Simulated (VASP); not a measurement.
# CdSe4 (Pm-3m) in VASP: notebook, part 2 of 2

VASP 6.6.1. Earlier steps stand in the parts before.

### 4 Relaxation of cell and atoms, PBE+D3(BJ)

This run uses another cell than the first one, of 27.84 Å³/atom.

File INCAR:

```
SYSTEM = CdSe4
  PREC = Accurate
  ENCUT = 600
  EDIFF = 1E-6
  ISMEAR = -5
  SIGMA = 0.1
  LREAL = .FALSE.
  LASPH = .TRUE.
  NELM = 60
  ALGO = Normal
  ISIF = 3
  LWAVE = .FALSE.
  LCHARG = .FALSE.
  GGA = PE
  IVDW = 12
  IBRION = 2
  NSW = 100
  EDIFFG = -0.01
```

File KPOINTS:

```
Automatic mesh
0
G
  8 8 8
  0 0 0
```

File POSCAR:

```
CdSe4
1.0
    5.1825834400      0.0000000000      0.0000000000
    0.0000000000      5.1825834400      0.0000000000
    0.0000000000      0.0000000000      5.1825834400
Cd Se
1 4
Direct
    0.5000000000      0.5000000000      0.5000000000
    0.0000000000      0.0000000000      0.0000000000
    0.5000000000      0.5000000000      0.0000000000
    0.5000000000      0.0000000000      0.5000000000
    0.0000000000      0.5000000000      0.5000000000
```

Potentials or basis: VASP PAW PBE potentials, release 64 (Cd, Se).

Command:

```sh
$ cat potpaw_PBE.64/Cd/POTCAR potpaw_PBE.64/Se/POTCAR > POTCAR
$ mpirun -np 1 vasp_std > vasp.out
```

OUTCAR:

```text
SYSTEM = CdSe4
   PREC = Accurate
   ENCUT = 600
   EDIFF = 1E-6
   ISMEAR = -5
   LREAL = .FALSE.
   LASPH = .TRUE.
   NELM = 60
   ISIF = 3
   GGA = PE
   IVDW = 12
   IBRION = 2
   NSW = 100
   EDIFFG = -0.01
 IVDW          = 12

 ion  position               nearest neighbor table
   1  0.500  0.500  0.500-   3 2.59   4 2.59   5 2.59   3 2.59   4 2.59   5 2.59
   2  0.000  0.000  0.000-
   3  0.500  0.500  0.000-   1 2.59   1 2.59
   4  0.500  0.000  0.500-   1 2.59   1 2.59
   5  0.000  0.500  0.500-   1 2.59   1 2.59

  LATTYP: Found a simple cubic cell.
 ALAT       =     5.1825834400

  Lattice vectors:

 A1 = (   5.1825834400,   0.0000000000,   0.0000000000)
 A2 = (   0.0000000000,   5.1825834400,   0.0000000000)
 A3 = (   0.0000000000,   0.0000000000,   5.1825834400)

Analysis of symmetry for initial positions (statically):
=====================================================================
 Subroutine PRICEL returns:
 Original cell was already a primitive cell.

 Routine SETGRP: Setting up the symmetry group for a
 simple cubic supercell.

 Subroutine GETGRP returns: Found 48 space group operations
 (whereof 48 operations were pure point group operations)
 out of a pool of 48 trial point group operations.

The static configuration has the point symmetry O_h .

Analysis of symmetry for dynamics (positions and initial velocities):
=====================================================================
 Subroutine PRICEL returns:
 Original cell was already a primitive cell.

 Routine SETGRP: Setting up the symmetry group for a
 simple cubic supercell.

 Subroutine GETGRP returns: Found 48 space group operations
 (whereof 48 operations were pure point group operations)
 out of a pool of 48 trial point group operations.

The dynamic configuration has the point symmetry O_h .

 Subroutine INISYM returns: Found 48 space group operations
 (whereof 48 operations are pure point group operations),
 and found     1 'primitive' translations

[... 103 lines left out ...]
   LREAL  =      F    real-space projection
   EDIFFG = -.1E-01   stopping-criterion for IOM
   NSW    =    100    number of steps for IOM
   IBRION =      2    ionic relax: 0-MD 1-quasi-New 2-CG
   NFREE  =      1    steps in history (QN), initial steepest desc. (CG)
   ISIF   =      3    stress and relaxation
   ISYM   =      2    0-nonsym 1-usesym 2-fastsym
   POTIM  = 0.5000    time-step for ionic-motion
   TEBEG  =    0.0;   TEEND  =   0.0 temperature during run
   PSTRESS=    0.0 pullay stress
   NELECT =      36.0000    total number of electrons
   NUPDOWN=      -1.0000    fix difference up-down
   EMIN   =  10.00;   EMAX   =-10.00  energy-range for DOS
   EFERMI =   0.00;   METHOD = LEGACY
   ISMEAR =    -5;   SIGMA  =   0.10  broadening in eV -4-tet -1-fermi 0-gaus
   EFERMI_NEDOS =   21; number of points for ismear=-14 and -15
   IALGO  =     38    algorithm
   IMIX   =      4    mixing-type and parameters
     AMIX     =   0.40;   BMIX     =  1.00
     AMIX_MAG =   1.60;   BMIX_MAG =  1.00
  volume/ion in A,a.u.               =      27.84       187.87
  Fermi-wavevector in a.u.,A,eV,Ry     =   1.043028  1.971037 14.801883  1.087908
  Thomas-Fermi vector in A             =   2.177719
   LORBIT       =      0    0 simple, 1 ext, 2 COOP (PROOUT), +10 PAW based schemes
   GGA     = PE    functional components
   LHFCALC =     F    Hartree Fock is set to
   AEXX    =    0.0000 exact exchange contribution
   IVDW    =    12    specifies the selected vdW correction
   LEPSILON=     F    determine dielectric tensor
   LRPA    =     F    only Hartree local field effects (RPA)
 conjugate gradient relaxation of ions
 non-spin polarized calculation
 Fermi weights with tetrahedron method with Bloechl corrections
  energy-cutoff  :      600.00
  volume of cell :      139.20
 maximum number of plane-waves:      4697
 NGX is ok and might be reduce to    42
   NGX = 21   NGY = 21   NGZ = 21

--------------------------------------- Ionic step        1  -------------------------------------------

 number of electron      36.0000008 magnetization

 Free energy of the ion-electron system (eV)
  ---------------------------------------------------
  ext. energy  EPLUGINS =         0.00000000
  ---------------------------------------------------
  free energy    TOTEN  =       -10.72984663 eV

  energy without entropy =      -10.72984663  energy(sigma->0) =      -10.72984663

------------------------ aborting loop because EDIFF is reached ----------------------------------------

 Edisp (eV)   -1.58804

 E8    (eV) :    -0.6666
[... 77 lines left out ...]
--------------------------------------- Ionic step        3  -------------------------------------------

 number of electron      35.9999999 magnetization

 Free energy of the ion-electron system (eV)
  ---------------------------------------------------
  ext. energy  EPLUGINS =         0.00000000
  ---------------------------------------------------
  free energy    TOTEN  =       -10.69277280 eV

  energy without entropy =      -10.69277280  energy(sigma->0) =      -10.69277280

 E-fermi :   1.7610     XC(G=0):  -9.2840

 val. band max:        1.8102828223   @ k =   0.5000   0.2500   0.2500
 cond. band min:       1.6884732168   @ k =   0.5000   0.5000   0.2500
 fundamental gap:     -0.1218096055
 Fermi energy:         1.7610191588

 k-point     1 :       0.0000    0.0000    0.0000
  band No.  band energies     occupation
      1     -11.7851      2.00000
      2     -10.5585      2.00000
      3     -10.5585      2.00000
      4      -9.8068      2.00000
      5      -6.7246      2.00000
      6      -6.7246      2.00000
[... 589 lines left out ...]
     21       2.5114      0.00000
     22       7.5002      0.00000

 [... further k-points ...]

------------------------ aborting loop because EDIFF is reached ----------------------------------------

 Edisp (eV)   -1.66224

 E8    (eV) :    -0.6973
[... 28 lines left out ...]
  FREE ENERGIE OF THE ION-ELECTRON SYSTEM (eV)
  ---------------------------------------------------
  free  energy   TOTEN  =       -12.3550098796 eV

  energy  without entropy=      -12.3550098796  energy(sigma->0) =      -12.35500988

 reached required accuracy - stopping structural energy minimisation
```

OSZICAR:

```text
N       E                     dE             d eps       ncg     rms          rms(c)
DAV:   1     0.230334800415E+03    0.23033E+03   -0.17212E+04  1540   0.159E+03
DAV:   2     0.401159159115E+01   -0.22632E+03   -0.22300E+03  1912   0.296E+02
DAV:   3    -0.109832344803E+02   -0.14995E+02   -0.14756E+02  1786   0.759E+01
[... 27 lines left out ...]
DAV:   5    -0.106927651933E+02    0.88472E-04   -0.10764E-04  1558   0.484E-02    0.129E-02
DAV:   6    -0.106927724942E+02   -0.73010E-05   -0.16350E-05  1558   0.436E-02    0.125E-02
DAV:   7    -0.106927743860E+02   -0.18918E-05   -0.25585E-06  1196   0.162E-02    0.193E-03
DAV:   8    -0.106927729991E+02    0.13869E-05   -0.12139E-07   776   0.214E-03    0.110E-03
DAV:   9    -0.106927728006E+02    0.19847E-06   -0.29441E-08   770   0.184E-03
   3 F= -.12355010E+02 E0= -.12355010E+02  d E =-.371245E-01
```

Wall time 3.1 min (1 thread of Intel Xeon Platinum 8124M at 3.00GHz (Skylake/Cascade Lake), shared host); peak memory 0.35 GiB.

What came out:

```yaml
Free_energy: -12.3550 eV
Relaxed_volume: 26.64 Å³/atom
Relaxed_cell: a = 5.107 Å, b = 5.107 Å, c = 5.107 Å, α = 90.00°, β = 90.00°, γ = 90.00°
Space_group_after_relaxing_to_0.1_Å: Pm-3m (No. 221)
Energy_gained_by_relaxing: 7.4 meV/atom
Ionic_steps: 3
Pressure_after_relaxing: 0.0 GPa
Band_gap_on_the_k_mesh: zero (bands 18 and 19 overlap by 1.16 eV)
Dispersion_energy_per_atom: -0.332 eV
```

Step by step:
| step | energy change (eV) | largest force (eV/Å) | pressure (GPa) | volume (Å³) |
| --- | --- | --- | --- | --- |
| 1 | 0.0000 | 0.0000 | -1.85 | 139.20 |
| 2 | -0.0370 | 0.0000 | 0.15 | 132.82 |
| 3 | -0.0371 | 0.0000 | 0.01 | 133.20 |

Final structure:
```
Cd Se
1.0
     5.10701    0.00000    0.00000
     0.00000    5.10701    0.00000
     0.00000    0.00000    5.10701
Cd Se
1 4
Direct
  0.50000 0.50000 0.50000
  0.00000 0.00000 0.00000
  0.50000 0.50000 0.00000
  0.50000 0.00000 0.50000
  0.00000 0.50000 0.50000
```

Caveat: tetrahedron occupations give inexact forces and stress in metals.

### 5 Summary

```tsv
task	level	cell	cutoff (eV)	smearing	gap on the mesh (eV)	pressure (GPa)	relaxed volume (Å³/atom)
single point	PBE	a = 5.175 Å, 5 atoms	520	gaussian 0.1 eV	none	0.3	-
relaxation of cell and atoms	PBE	relaxed from a = 5.183 Å, 5 atoms	600	gaussian 0.1 eV	none	0.0	27.88
relaxation of cell and atoms	PBE+D3(BJ)	relaxed from a = 5.183 Å, 5 atoms	600	tetrahedron	none	0.0	26.64
```

Alike in all rows: potentials or basis VASP PAW PBE potentials, release 64 (Cd, Se); no spin polarisation; k mesh 8 × 8 × 8.

Caveats: tetrahedron occupations give inexact forces and stress in metals (at least some runs).

Total energies depend on the potentials used, so only differences within one code and one set of settings carry meaning.

The gap in the log of VASP goes by the Fermi energy; the results here count the filled bands.